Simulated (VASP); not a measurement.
Write the native input for VASP 6.6.1 that does the following.

```yaml
Task: single point
Functional: r2SCAN
Potentials_or_basis: VASP PAW PBE potentials, release 64 (Au)
Cutoff: 520 eV
k_mesh: 18 × 18 × 10
Occupations: gaussian, width 0.15 eV
Spin: no spin polarisation
Dipole_correction: no
Further_INCAR_settings: ALGO = Normal; EDIFF = 1e-06; NBANDS = 18
```

The system is Au.

```
Au
1.0
     2.85650    0.00000    0.00000
    -1.42825    2.47380    0.00000
     0.00000    0.00000    4.95320
Au
2
Direct
  0.33333 0.66667 0.75000
  0.66667 0.33333 0.25000
```

This cell differs from its parent crystal: strain -0.015 along x and y, +0.015 along z.

One way to write it, as run:

POSCAR

```
Au
1.0
    2.8564984343      0.0000000000      0.0000000000
   -1.4282492171      2.4738002100      0.0000000000
    0.0000000000      0.0000000000      4.9532000000
Au
2
Direct
    0.3333333333      0.6666666667      0.7500000000
    0.6666666667      0.3333333333      0.2500000000
```

INCAR.step1

```
SYSTEM = Au
  ALGO = Normal
  EDIFF = 1E-4
  ENCUT = 520
  GGA = PE
  ISMEAR = 0
  LASPH = .TRUE.
  LCHARG = .FALSE.
  LREAL = .FALSE.
  LWAVE = .TRUE.
  NBANDS = 18
  NELM = 80
  PREC = Accurate
  SIGMA = 0.15
```

INCAR.step2

```
SYSTEM = Au
  ALGO = Normal
  EDIFF = 1E-6
  ENCUT = 520
  ISIF = 2
  ISMEAR = 0
  ISTART = 1
  LASPH = .TRUE.
  LCHARG = .FALSE.
  LMIXTAU = .TRUE.
  LREAL = .FALSE.
  LWAVE = .FALSE.
  METAGGA = R2SCAN
  NBANDS = 18
  NELM = 80
  PREC = Accurate
  SIGMA = 0.15
```

KPOINTS

```
k-points
0
G
  18 18 10
  0 0 0
```

Potentials or basis: VASP PAW PBE potentials, release 64 (Au).

Launch:

```console
$ cat potpaw_PBE.64/Au/POTCAR > POTCAR
$ cp INCAR.step1 INCAR
$ mpirun -np 1 vasp_std > vasp.out
$ cp INCAR.step2 INCAR
$ mpirun -np 1 vasp_std > vasp.out
```

It gave:

```
Pressure               : 1.4 GPa
Band gap on the k mesh : zero (bands 11 and 12 overlap by 7.26 eV)
```

Caveat: the cell differs from its parent crystal (strain -0.015 along x and y, +0.015 along z); the PAW data sets were made with another functional, which shifts forces and pressure a little; spin-orbit coupling is left out, which moves the levels of the heavy elements.

It took 7.6 min on 1 thread of AMD EPYC 7R13 Processor (Zen 3), with other jobs on the host, peak memory 0.23 GiB.
